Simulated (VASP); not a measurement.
# Fe (Im-3m) in VASP: notebook, part 2 of 2

VASP 6.6.1. The steps go on from the part before.

### Step 3. Single point, LDA, collinear spin, ferromagnetic start (volume scaled by 0.96)

INCAR

```
PREC = Accurate
ENCUT = 520
EDIFF = 1E-7
ISMEAR = -1
SIGMA = 0.05
LREAL = F
LASPH = T
NELM = 150
ALGO = Normal
ISIF = 2
LWAVE = F
LCHARG = T
ISPIN = 2
MAGMOM = 3
LORBIT = 11
LMAXMIX = 4
GGA = CA
LELF = T
LVHAR = T
NBANDS = 14
```

KPOINTS

```
regular mesh
0
Gamma
  13 13 13
```

POSCAR

```
Fe
1.0
   -1.4234976093      1.4234976093      1.4234976093
    1.4234976093     -1.4234976093      1.4234976093
    1.4234976093      1.4234976093     -1.4234976093
Fe
1
Direct
    0.0000000000      0.0000000000      0.0000000000
```

Potentials or basis: VASP PAW LDA potentials, release 64 (Fe).

The run is started by

```bash
cat potpaw_LDA.64/Fe/POTCAR > POTCAR
mpirun -np 1 vasp_std > vasp.out
```

OUTCAR:

```text
PREC = Accurate
   ENCUT = 520
   EDIFF = 1E-7
   ISMEAR = -1
   LREAL = F
   LASPH = T
   NELM = 150
   ISIF = 2
   ISPIN = 2
   LORBIT = 11
   GGA = CA

 ion  position               nearest neighbor table
   1  0.000  0.000  0.000-

  LATTYP: Found a body centered cubic cell.
 ALAT       =     2.8469952186

  Lattice vectors:

 A1 = (  -1.4234976093,   1.4234976093,   1.4234976093)
 A2 = (   1.4234976093,  -1.4234976093,   1.4234976093)
 A3 = (   1.4234976093,   1.4234976093,  -1.4234976093)

Analysis of symmetry for initial positions (statically):
=====================================================================
 Subroutine PRICEL returns:
 Original cell was already a primitive cell.

 Routine SETGRP: Setting up the symmetry group for a
 body centered cubic supercell.

 Subroutine GETGRP returns: Found 48 space group operations
 (whereof 48 operations were pure point group operations)
 out of a pool of 48 trial point group operations.

The static configuration has the point symmetry O_h .

Analysis of symmetry for dynamics (positions and initial velocities):
=====================================================================
 Subroutine PRICEL returns:
 Original cell was already a primitive cell.

[... 597 lines left out ...]
      9      30.3807      0.00000
     10      35.7267      0.00000
     11      35.7267      0.00000
     12      38.1523      0.00000
     13      38.1523      0.00000
     14      38.1523      0.00000
[... 379 lines left out ...]
      3       4.2951      1.00000
      4       6.6567      0.00000
      5       6.9325      0.00000
      6       7.4623      0.00000
      7      19.5560      0.00000
      8      23.3289      0.00000
      9      25.2412      0.00000
     10      32.3071      0.00000
     11      36.5786      0.00000
     12      38.5997      0.00000
     13      40.5175      0.00000
     14      43.9591      0.00000

 [... further k-points ...]
[... 5 lines left out ...]
  --------------------------------------------------------------------------------------
  -------------------------------------------------------------------------------------
  Total       -1.5559691     -1.5559691     -1.5559691      0.0000000      0.0000000     -0.0000000
  in kB     -216.0634625   -216.0634625   -216.0634625      0.0000000      0.0000000     -0.0000000
  external PRESSURE =    -216.0634625 kB  Pullay stress =       0.0000000 kB

 VOLUME and BASIS-vectors are now :
 -----------------------------------------------------------------------------
  energy-cutoff  :      520.00
  volume of cell :       11.54
      direct lattice vectors                 reciprocal lattice vectors
    -1.423497609  1.423497609  1.423497609     0.000000000  0.351247516  0.351247516
     1.423497609 -1.423497609  1.423497609     0.351247516  0.000000000  0.351247516
     1.423497609  1.423497609 -1.423497609     0.351247516  0.351247516  0.000000000

 POSITION                                       TOTAL-FORCE (eV/Angst)
 -----------------------------------------------------------------------------------
      0.00000      0.00000      0.00000        -0.000000      0.000000      0.000000
 -----------------------------------------------------------------------------------
    total drift:                                0.000000      0.000000      0.000000

  FREE ENERGIE OF THE ION-ELECTRON SYSTEM (eV)
  ---------------------------------------------------
  free  energy   TOTEN  =        -9.1428449962 eV

  energy  without entropy=       -9.1333135974  energy(sigma->0) =       -9.13807930

 total charge

# of ion       s       p       d       tot
------------------------------------------
    1        0.481   0.520   6.246   7.248

 magnetization (x)

# of ion       s       p       d       tot
------------------------------------------
    1       -0.011  -0.038   2.122   2.072
```

OSZICAR:

```text
N       E                     dE             d eps       ncg     rms          rms(c)
DAV:   1     0.205735582952E+02    0.20574E+02   -0.37550E+03  5208   0.710E+02
DAV:   2    -0.928226661987E+01   -0.29856E+02   -0.27417E+02  5184   0.129E+02
DAV:   3    -0.102376891720E+02   -0.95542E+00   -0.94769E+00  5606   0.238E+01
DAV:   4    -0.102412443695E+02   -0.35552E-02   -0.35549E-02  5508   0.129E+00
DAV:   5    -0.102412654603E+02   -0.21091E-04   -0.21090E-04  5696   0.103E-01    0.116E+01
DAV:   6    -0.926107398986E+01    0.98019E+00   -0.10894E+01  6000   0.401E+01    0.593E+00
DAV:   7    -0.916192147082E+01    0.99153E-01   -0.80396E-01  5886   0.106E+01    0.331E+00
DAV:   8    -0.915182859513E+01    0.10093E-01   -0.38551E-03  5600   0.418E-01    0.115E+00
DAV:   9    -0.914329938506E+01    0.85292E-02   -0.59117E-03  6838   0.404E-01    0.244E-01
DAV:  10    -0.914282883167E+01    0.47055E-03   -0.21691E-04  5928   0.149E-01    0.569E-02
DAV:  11    -0.914284209287E+01   -0.13261E-04   -0.17018E-05  5652   0.389E-02    0.321E-02
DAV:  12    -0.914284543100E+01   -0.33381E-05   -0.89631E-07  5982   0.639E-03    0.126E-02
DAV:  13    -0.914284633075E+01   -0.89975E-06   -0.11743E-06  5574   0.573E-03    0.119E-02
DAV:  14    -0.914284500334E+01    0.13274E-05   -0.19833E-07  3888   0.456E-03    0.144E-03
DAV:  15    -0.914284499621E+01    0.71321E-08   -0.23451E-09  2562   0.453E-04
   1 F= -.91428450E+01 E0= -.91380793E+01  d E =-.953140E-02  mag=     2.0929
```

Wall time 25 s (1 thread of Intel Xeon Platinum 8488C (Sapphire Rapids), shared host); peak memory 0.13 GiB.

What came out:

* Free energy: -9.1428 eV
* Pressure: -21.6 GPa
* Net moment: 2.09 μB per cell
* Site moments: Fe +2.07 μB
* Valence electrons inside the program's atomic spheres: Fe 7.25

### Step 4. Single point, LDA, collinear spin, ferromagnetic start (volume scaled by 0.98)

INCAR

```
PREC = Accurate
ENCUT = 520
EDIFF = 1E-6
ISMEAR = -1
SIGMA = 0.05
LREAL = False
LASPH = True
NELM = 150
ALGO = Fast
ISIF = 2
LWAVE = False
LCHARG = False
ISPIN = 2
MAGMOM = 3
LORBIT = 11
LMAXMIX = 4
NBANDS = 14
```

KPOINTS

```
Automatic mesh
0
Gamma
  13 13 13
```

POSCAR

```
Fe
1.0
   -1.4333151444      1.4333151444      1.4333151444
    1.4333151444     -1.4333151444      1.4333151444
    1.4333151444      1.4333151444     -1.4333151444
Fe
1
Direct
    0.0000000000      0.0000000000      0.0000000000
```

The run is started by

```bash
cat potpaw_LDA.64/Fe/POTCAR > POTCAR
mpirun -np 1 vasp_std > vasp.out
```

It took 22 s on 1 thread of Intel Xeon Platinum 8488C (Sapphire Rapids), shared host; peak memory 0.13 GiB.

It converged, with:

```
Free energy                                           : -9.1083 eV
Pressure                                              : -24.5 GPa
Net moment                                            : 2.13 μB per cell
Site moments                                          : Fe +2.11 μB
Valence electrons inside the program's atomic spheres : Fe 7.21
```

Levels at points of the mesh, in eV from the Fermi level:
Spin up:
| k point | band 3 | band 4 | band 5 | band 6 | band 7 | band 8 |
| --- | --- | --- | --- | --- | --- | --- |
| (0.00, 0.00, 0.00) | -2.20 | -2.20 | -0.93 | -0.93 | 24.53 | 24.53 |
Spin down:
| k point | band 1 | band 2 | band 3 | band 4 | band 5 | band 6 | band 7 | band 8 |
| --- | --- | --- | --- | --- | --- | --- | --- | --- |
| (0.00, 0.00, 0.00) | -7.95 | -0.46 | -0.46 | -0.46 | 1.31 | 1.31 | 24.66 | 24.66 |

### Step 5. Summary

```tsv
cell	gap on the mesh (eV)	pressure (GPa)	moment (μB)
a = 2.382 Å, angles 109.5°, 1 atom	none	-0.5	1.98
a = 2.466 Å, angles 109.5°, 1 atom	none	-21.6	2.09
a = 2.483 Å, angles 109.5°, 1 atom	none	-24.5	2.13
```

Alike in all rows: task single point; level LDA; potentials or basis VASP PAW LDA potentials, release 64 (Fe); spin collinear, ferromagnetic start; k mesh 13 × 13 × 13; cutoff (eV) 520; smearing fermi-dirac 0.05 eV.

Total energies depend on the potentials used, so only differences within one code and one set of settings carry meaning.
